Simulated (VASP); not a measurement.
# HfBr2 (Fm-3m) in VASP: a series of runs

Runs on HfBr2. Level: PBE. Tasks: single point, relaxation of cell and atoms.

All numbers are computed with VASP 6.6.1; they aren't measurements. Logs are shortened: lines on timing, memory, paths and dates and some standing lists are left out, and cuts for length are marked.

## 1. The cell of the first run

The structure is cubic, space group Fm-3m (No. 225). Conventional cell: a = 6.759 Å, b = 6.759 Å, c = 6.759 Å, α = 90.00°, β = 90.00°, γ = 90.00°. Within 3.9 Å of Hf (site symmetry m-3m) lie 8 Br at 2.93 Å. Within 3.9 Å of Br (site symmetry -43m) lie 4 Hf at 2.93 Å and 6 Br at 3.38 Å.

## 2. Single point, PBE

Contents of INCAR:

```
PREC = Accurate
ENCUT = 520
EDIFF = 1E-6
ISMEAR = 0
SIGMA = 0.1
LREAL = F
LASPH = T
NELM = 100
ALGO = Normal
ISIF = 2
LWAVE = F
LCHARG = F
GGA = PE
NBANDS = 19
```

Contents of KPOINTS:

```
regular mesh
0
Gamma
  6 6 6
```

Contents of POSCAR:

```
HfBr2
1.0
    0.0000000000      3.3796716056      3.3796716056
    3.3796716056      0.0000000000      3.3796716056
    3.3796716056      3.3796716056      0.0000000000
Hf Br
1 2
Direct
    0.0000000000      0.0000000000      0.0000000000
    0.2500000000      0.2500000000      0.2500000000
    0.7500000000      0.7500000000      0.7500000000
```

Potentials or basis: VASP PAW PBE potentials, release 64 (Hf_pv, Br).

Run with:

```
> cat potpaw_PBE.64/Hf_pv/POTCAR potpaw_PBE.64/Br/POTCAR > POTCAR
> mpirun -np 1 vasp_std > vasp.out
```

OUTCAR:

```text
PREC = Accurate
   ENCUT = 520
   EDIFF = 1E-6
   ISMEAR = 0
   LREAL = F
   LASPH = T
   NELM = 100
   ISIF = 2
   GGA = PE

 ion  position               nearest neighbor table
   1  0.000  0.000  0.000-   3 2.93   3 2.93   3 2.93   2 2.93   2 2.93   2 2.93   3 2.93   2 2.93

   2  0.250  0.250  0.250-   1 2.93   1 2.93   1 2.93   1 2.93
   3  0.750  0.750  0.750-   1 2.93   1 2.93   1 2.93   1 2.93

  LATTYP: Found a face centered cubic cell.
 ALAT       =     6.7593432112

  Lattice vectors:

 A1 = (   0.0000000000,   3.3796716056,   3.3796716056)
 A2 = (   3.3796716056,   0.0000000000,   3.3796716056)
 A3 = (   3.3796716056,   3.3796716056,   0.0000000000)

Analysis of symmetry for initial positions (statically):
=====================================================================
 Subroutine PRICEL returns:
 Original cell was already a primitive cell.

 Routine SETGRP: Setting up the symmetry group for a
 face centered cubic supercell.

 Subroutine GETGRP returns: Found 48 space group operations
 (whereof 48 operations were pure point group operations)
 out of a pool of 48 trial point group operations.

The static configuration has the point symmetry O_h .

Analysis of symmetry for dynamics (positions and initial velocities):
=====================================================================
 Subroutine PRICEL returns:
 Original cell was already a primitive cell.

 Routine SETGRP: Setting up the symmetry group for a
 face centered cubic supercell.

 Subroutine GETGRP returns: Found 48 space group operations
 (whereof 48 operations were pure point group operations)
 out of a pool of 48 trial point group operations.

The dynamic configuration has the point symmetry O_h .

 Subroutine INISYM returns: Found 48 space group operations
 (whereof 48 operations are pure point group operations),
 and found     1 'primitive' translations

----------------------------------------------------------------------------------------

                                     Primitive cell

  volume of cell :      77.2064

  direct lattice vectors                    reciprocal lattice vectors
     0.000000000  3.379671606  3.379671606    -0.147943368  0.147943368  0.147943368
     3.379671606  0.000000000  3.379671606     0.147943368 -0.147943368  0.147943368
     3.379671606  3.379671606  0.000000000     0.147943368  0.147943368 -0.147943368

  length of vectors
     4.779577421  4.779577421  4.779577421     0.256245430  0.256245430  0.256245430

  position of ions in fractional coordinates (direct lattice)
     0.000000000  0.000000000  0.000000000
     0.250000000  0.250000000  0.250000000
     0.750000000  0.750000000  0.750000000

  ion indices of the primitive-cell ions
   primitive index   ion index
                 1           1
                 2           2
                 3           3

----------------------------------------------------------------------------------------

 KPOINTS: regular mesh

Automatic generation of k-mesh.
 Grid dimensions read from file:
 generate k-points for:    6    6    6

 Generating k-lattice:

  Cartesian coordinates                     Fractional coordinates (reciprocal lattice)
    -0.024657228  0.024657228  0.024657228     0.166666667  0.000000000  0.000000000
     0.024657228 -0.024657228  0.024657228     0.000000000  0.166666667  0.000000000
     0.024657228  0.024657228 -0.024657228     0.000000000  0.000000000  0.166666667

  Length of vectors
     0.042707572  0.042707572  0.042707572

  Shift w.r.t. Gamma in fractional coordinates (k-lattice)
     0.000000000  0.000000000  0.000000000

 Subroutine IBZKPT returns following result:
 ===========================================

 Found     16 irreducible k-points:

 Following reciprocal coordinates:
            Coordinates               Weight
  0.000000  0.000000  0.000000      1.000000
  0.166667  0.000000  0.000000      8.000000
  0.333333  0.000000  0.000000      8.000000
  0.500000  0.000000  0.000000      4.000000
  0.166667  0.166667  0.000000      6.000000
  0.333333  0.166667  0.000000     24.000000
[... 8 lines left out ...]
 -0.333333  0.333333  0.166667     24.000000
 -0.333333  0.500000  0.166667     12.000000
   k-points           NKPTS =     16   k-points in BZ     NKDIM =     16   number of bands    NBANDS=     19
   number of dos      NEDOS =    301   number of ions     NIONS =      3
   total plane-waves  NPLWV =  46656
   dimension x,y,z NGX =    36 NGY =   36 NGZ =   36
   dimension x,y,z NGXF=    72 NGYF=   72 NGZF=   72
   ions per type =               1   2
   NGX,Y,Z   is equivalent  to a cutoff of  12.52, 12.52, 12.52 a.u.
   NGXF,Y,Z  is equivalent  to a cutoff of  25.04, 25.04, 25.04 a.u.
 SYSTEM =  unknown system
   PREC   = accura    normal or accurate (medium, high low for compatibility)
   ISTART =      0    job   : 0-new  1-cont  2-samecut
   ICHARG =      2    charge: 1-file 2-atom 10-const
   ISPIN  =      1    spin polarized calculation?
   LNONCOLLINEAR =      F non collinear calculations
   LSORBIT =      F    spin-orbit coupling
   LASPH  =      T    aspherical Exc in radial PAW
   ENCUT  =  520.0 eV  38.22 Ry    6.18 a.u.   8.89  8.89  8.89*2*pi/ulx,y,z
   NELM   =    100;   NELMIN=  2; NELMDL= -5     # of ELM steps
   EDIFF  = 0.1E-05   stopping-criterion for ELM
   LREAL  =      F    real-space projection
   EDIFFG = 0.1E-04   stopping-criterion for IOM
   NSW    =      0    number of steps for IOM
   IBRION =     -1    ionic relax: 0-MD 1-quasi-New 2-CG
   NFREE  =      0    steps in history (QN), initial steepest desc. (CG)
   ISIF   =      2    stress and relaxation
   ISYM   =      2    0-nonsym 1-usesym 2-fastsym
   POTIM  = 0.5000    time-step for ionic-motion
   TEBEG  =    0.0;   TEEND  =   0.0 temperature during run
   PSTRESS=    0.0 pullay stress
   NELECT =      24.0000    total number of electrons
   NUPDOWN=      -1.0000    fix difference up-down
   EMIN   =  10.00;   EMAX   =-10.00  energy-range for DOS
   EFERMI =   0.00;   METHOD = LEGACY
   ISMEAR =     0;   SIGMA  =   0.10  broadening in eV -4-tet -1-fermi 0-gaus
   EFERMI_NEDOS =   21; number of points for ismear=-14 and -15
   IALGO  =     38    algorithm
   IMIX   =      4    mixing-type and parameters
     AMIX     =   0.40;   BMIX     =  1.00
[... 53 lines left out ...]
      5     -11.5035      2.00000
      6      -1.6156      2.00000
[... 11 lines left out ...]
     18       9.1606      0.00000
     19       9.1606      0.00000

 k-point     3 :       0.3333    0.0000    0.0000
  band No.  band energies     occupation
      1     -27.3051      2.00000
      2     -27.2955      2.00000
      3     -27.2955      2.00000
      4     -12.5636      2.00000
      5     -11.7955      2.00000
      6      -1.2759      2.00000
[... 11 lines left out ...]
     18       9.4984      0.00000
     19      10.3863      0.00000

 k-point     4 :       0.5000    0.0000    0.0000
  band No.  band energies     occupation
      1     -27.3088      2.00000
      2     -27.2960      2.00000
      3     -27.2960      2.00000
      4     -12.2431      2.00000
      5     -12.0986      2.00000
      6      -1.2394      2.00000
[... 11 lines left out ...]
     18       9.0928      0.00000
     19      11.2499      0.00000

 k-point     5 :       0.1667    0.1667    0.0000
  band No.  band energies     occupation
      1     -27.2980      2.00000
      2     -27.2951      2.00000
      3     -27.2951      2.00000
      4     -12.8377      2.00000
      5     -11.5335      2.00000
      6      -1.7278      2.00000
[... 11 lines left out ...]
     18       8.0721      0.00000
     19      10.0670      0.00000

 k-point     6 :       0.3333    0.1667    0.0000
  band No.  band energies     occupation
      1     -27.3033      2.00000
      2     -27.2965      2.00000
      3     -27.2962      2.00000
      4     -12.6016      2.00000
      5     -11.7399      2.00000
      6      -1.6156      2.00000
[... 11 lines left out ...]
     18       8.6767      0.00000
     19      10.8295      0.00000

 k-point     7 :       0.5000    0.1667    0.0000
  band No.  band energies     occupation
      1     -27.3073      2.00000
      2     -27.2983      2.00000
      3     -27.2966      2.00000
      4     -12.2799      2.00000
      5     -12.0295      2.00000
      6      -1.9196      2.00000
[... 11 lines left out ...]
     18       9.5997      0.00000
     19      11.1738      0.00000

 k-point     8 :      -0.3333    0.1667    0.0000
  band No.  band energies     occupation
      1     -27.3061      2.00000
      2     -27.2987      2.00000
      3     -27.2960      2.00000
      4     -12.3808      2.00000
      5     -11.9411      2.00000
      6      -1.9298      2.00000
[... 11 lines left out ...]
     18       9.8674      0.00000
     19      10.9033      0.00000

 k-point     9 :      -0.1667    0.1667    0.0000
  band No.  band energies     occupation
      1     -27.3013      2.00000
      2     -27.2967      2.00000
      3     -27.2949      2.00000
      4     -12.6939      2.00000
      5     -11.6676      2.00000
      6      -1.8061      2.00000
[... 11 lines left out ...]
     18       9.3923      0.00000
     19       9.5922      0.00000

 k-point    10 :       0.3333    0.3333    0.0000
  band No.  band energies     occupation
      1     -27.3059      2.00000
      2     -27.2974      2.00000
      3     -27.2974      2.00000
      4     -12.4841      2.00000
      5     -11.8064      2.00000
      6      -2.2877      2.00000
[... 11 lines left out ...]
     18       8.4478      0.00000
     19      11.3731      0.00000

 k-point    11 :       0.5000    0.3333    0.0000
  band No.  band energies     occupation
      1     -27.3077      2.00000
      2     -27.2997      2.00000
      3     -27.2979      2.00000
      4     -12.2934      2.00000
      5     -11.9538      2.00000
      6      -2.7258      2.00000
[... 11 lines left out ...]
     18       9.3889      0.00000
     19      11.3665      0.00000

 k-point    12 :      -0.3333    0.3333    0.0000
  band No.  band energies     occupation
      1     -27.3046      2.00000
      2     -27.3036      2.00000
      3     -27.2972      2.00000
      4     -12.1502      2.00000
      5     -12.1109      2.00000
      6      -2.5580      2.00000
[... 11 lines left out ...]
     18      10.4005      0.00000
     19      11.0303      0.00000

 k-point    13 :       0.5000    0.5000    0.0000
  band No.  band energies     occupation
      1     -27.3098      2.00000
      2     -27.2985      2.00000
      3     -27.2985      2.00000
      4     -12.2860      2.00000
      5     -11.9314      2.00000
      6      -3.0356      2.00000
[... 11 lines left out ...]
     18       8.9873      0.00000
     19      10.7043      0.00000

 k-point    14 :       0.5000    0.3333    0.1667
  band No.  band energies     occupation
      1     -27.3055      2.00000
      2     -27.2998      2.00000
      3     -27.2969      2.00000
      4     -12.3783      2.00000
      5     -11.9131      2.00000
      6      -2.1637      2.00000
[... 11 lines left out ...]
     18       9.4789      0.00000
     19      11.6636      0.00000

 k-point    15 :      -0.3333    0.3333    0.1667
  band No.  band energies     occupation
      1     -27.3056      2.00000
      2     -27.3021      2.00000
      3     -27.2976      2.00000
      4     -12.1490      2.00000
      5     -12.1122      2.00000
      6      -2.4439      2.00000
[... 11 lines left out ...]
     18      10.1066      0.00000
     19      11.2870      0.00000

 k-point    16 :      -0.3333    0.5000    0.1667
  band No.  band energies     occupation
      1     -27.3070      2.00000
      2     -27.3013      2.00000
      3     -27.2985      2.00000
      4     -12.2032      2.00000
      5     -12.0263      2.00000
      6      -2.8161      2.00000
[... 11 lines left out ...]
     18      10.2361      0.00000
     19      10.5366      0.00000

------------------------ aborting loop because EDIFF is reached ----------------------------------------

  FORCE on cell =-STRESS in cart. coord.  units (eV):
  Direction    XX          YY          ZZ          XY          YZ          ZX
  --------------------------------------------------------------------------------------
  -------------------------------------------------------------------------------------
  Total       -1.4835127     -1.4835127     -1.4835127      0.0000000      0.0000000      0.0000000
  in kB      -30.7856514    -30.7856514    -30.7856514      0.0000000      0.0000000      0.0000000
  external PRESSURE =     -30.7856514 kB  Pullay stress =       0.0000000 kB

 VOLUME and BASIS-vectors are now :
 -----------------------------------------------------------------------------
  energy-cutoff  :      520.00
  volume of cell :       77.21
      direct lattice vectors                 reciprocal lattice vectors
     0.000000000  3.379671606  3.379671606    -0.147943368  0.147943368  0.147943368
     3.379671606  0.000000000  3.379671606     0.147943368 -0.147943368  0.147943368
     3.379671606  3.379671606  0.000000000     0.147943368  0.147943368 -0.147943368

 POSITION                                       TOTAL-FORCE (eV/Angst)
 -----------------------------------------------------------------------------------
      0.00000      0.00000      0.00000         0.000000     -0.000000      0.000000
      1.68984      1.68984      1.68984        -0.000000     -0.000000     -0.000000
      5.06951      5.06951      5.06951         0.000000      0.000000     -0.000000
 -----------------------------------------------------------------------------------
    total drift:                                0.000000      0.000000      0.000000

  FREE ENERGIE OF THE ION-ELECTRON SYSTEM (eV)
  ---------------------------------------------------
  free  energy   TOTEN  =       -14.2853740290 eV

  energy  without entropy=      -14.2561822100  energy(sigma->0) =      -14.27077812
```

Wall time 18 s (1 thread of Intel Xeon Platinum 8488C (Sapphire Rapids), shared host); peak memory 0.2 GiB.

Results:

```yaml
Free_energy: -14.2854 eV
Pressure: -3.1 GPa
Band_gap_on_the_k_mesh: zero (bands 12 and 13 overlap by 0.56 eV)
```

Caveat: the cell stands under tension; spin-orbit coupling is left out, which moves the levels of the heavy elements.

## 3. Single point, PBE

This run uses another cell than the first one, of 24.46 Å³/atom.

Contents of INCAR:

```
SYSTEM = HfBr2
PREC = Accurate
ENCUT = 520
EDIFF = 1E-6
ISMEAR = 0
SIGMA = 0.1
LREAL = .FALSE.
LASPH = .TRUE.
NELM = 100
ALGO = Normal
ISIF = 2
LWAVE = .FALSE.
LCHARG = .TRUE.
GGA = PE
LELF = .TRUE.
LVHAR = .TRUE.
NBANDS = 19
```

Contents of KPOINTS:

```
Automatic mesh
0
G
  12 12 12
  0 0 0
```

Contents of POSCAR:

```
HfBr2
1.0
    0.0000000000      3.3230798876      3.3230798876
    3.3230798876      0.0000000000      3.3230798876
    3.3230798876      3.3230798876      0.0000000000
Hf Br
1 2
Direct
    0.0000000000      0.0000000000      0.0000000000
    0.2500000000      0.2500000000      0.2500000000
    0.7500000000      0.7500000000      0.7500000000
```

Potentials or basis: VASP PAW PBE potentials, release 64 (Hf_pv, Br).

Run with:

```
> cat potpaw_PBE.64/Hf_pv/POTCAR potpaw_PBE.64/Br/POTCAR > POTCAR
> mpirun -np 1 vasp_std > vasp.out
```

It took 62 s on 1 thread of Intel Xeon Platinum 8488C (Sapphire Rapids), shared host; peak memory 0.26 GiB.

It converged, with:

```
Free energy            : -14.3257 eV
Pressure               : -0.4 GPa
Band gap on the k mesh : zero (bands 12 and 13 overlap by 0.62 eV)
```

Levels at points of the mesh, in eV from the Fermi level:
| k point | band 10 | band 11 | band 12 | band 13 | band 14 | band 15 |
| --- | --- | --- | --- | --- | --- | --- |
| (0.00, 0.00, 0.00) | -4.16 | -4.16 | -0.53 | -0.53 | 0.14 | 2.98 |
| (0.50, 0.00, 0.00) | -5.62 | -5.62 | 0.00 | 0.00 | 1.04 | 2.89 |
| (0.50, 0.50, 0.00) | -4.42 | -3.32 | -1.24 | 0.58 | 0.96 | 1.82 |

Caveat: spin-orbit coupling is left out, which moves the levels of the heavy elements.

## 4. Relaxation of cell and atoms, PBE

Contents of INCAR:

```
  PREC = Accurate
  ENCUT = 600
  EDIFF = 1E-6
  ISMEAR = 0
  SIGMA = 0.1
  LREAL = F
  LASPH = T
  NELM = 100
  ALGO = Normal
  ISIF = 3
  LWAVE = F
  LCHARG = F
  GGA = PE
  IBRION = 2
  NSW = 100
  EDIFFG = -0.01
```

Contents of KPOINTS:

```
Automatic mesh
0
Gamma
  12 12 12
```

Contents of POSCAR:

```
HfBr2
1.0
    0.0000000000      3.3796716056      3.3796716056
    3.3796716056      0.0000000000      3.3796716056
    3.3796716056      3.3796716056      0.0000000000
Hf Br
1 2
Direct
    0.0000000000      0.0000000000      0.0000000000
    0.2500000000      0.2500000000      0.2500000000
    0.7500000000      0.7500000000      0.7500000000
```

Run with:

```
> cat potpaw_PBE.64/Hf_pv/POTCAR potpaw_PBE.64/Br/POTCAR > POTCAR
> mpirun -np 1 vasp_std > vasp.out
```

Wall time 2.9 min (1 thread of Intel Xeon Platinum 8488C (Sapphire Rapids), shared host); peak memory 0.32 GiB.

Results (log left out):

```
Free energy                           : -14.3267 eV
Relaxed volume                        : 24.32 Å³/atom
Relaxed cell                          : a = 4.690 Å, b = 4.690 Å, c = 4.690 Å, α = 60.00°, β = 60.00°, γ = 60.00°
Space group after relaxing (to 0.1 Å) : Fm-3m (No. 225)
Energy gained by relaxing             : 14.7 meV/atom
Ionic steps                           : 3
Pressure after relaxing               : 0.0 GPa
Band gap on the k mesh                : zero (bands 12 and 13 overlap by 0.63 eV)
```

Step by step:
```
step  energy change (eV)  largest force (eV/Å)  pressure (GPa)  volume (Å³)
   1              0.0000                0.0000           -3.13        77.21
   2             -0.0396                0.0000            1.16        71.72
   3             -0.0440                0.0000            0.02        72.96
```

Final structure:
```xyz
3
Lattice="0.0000 3.3166 3.3166 3.3166 0.0000 3.3166 3.3166 3.3166 0.0000" Properties=species:S:1:pos:R:3 pbc="T T T"
Hf    0.0000    0.0000    0.0000
Br    1.6583    1.6583    1.6583
Br    4.9749    4.9749    4.9749
```

Levels at points of the mesh, in eV from the Fermi level:
| k point | band 9 | band 10 | band 11 | band 12 | band 13 | band 14 | band 15 | band 16 |
| --- | --- | --- | --- | --- | --- | --- | --- | --- |
| (0.00, 0.00, 0.00) | -4.16 | -4.16 | -4.16 | -0.54 | -0.54 | 0.18 | 2.98 | 2.98 |
| (0.50, 0.00, 0.00) | -5.93 | -5.64 | -5.64 | 0.00 | 0.00 | 1.06 | 2.92 | 2.92 |
| (0.50, 0.50, 0.00) | -4.43 | -4.43 | -3.31 | -1.25 | 0.59 | 0.98 | 1.84 | 1.84 |

Caveat: spin-orbit coupling is left out, which moves the levels of the heavy elements.

## 5. Summary

```csv
task,cell,k mesh,cutoff (eV),gap on the mesh (eV),pressure (GPa)
single point,"a = 4.780 Å, angles 60.0°, 3 atoms",6 × 6 × 6,520,none,-3.1
single point,"a = 4.700 Å, angles 60.0°, 3 atoms",12 × 12 × 12,520,none,-0.4
relaxation of cell and atoms,"relaxed from a = 4.780 Å, angles 60.0°, 3 atoms",12 × 12 × 12,600,none,0.0
```

Alike in all rows: level PBE; potentials or basis VASP PAW PBE potentials, release 64 (Hf_pv, Br); no spin polarisation; smearing gaussian 0.1 eV.

Caveats: spin-orbit coupling is left out, which moves the levels of the heavy elements; the cell stands under tension (at least some runs).

Absolute energies hang on the potentials; compare differences alone.
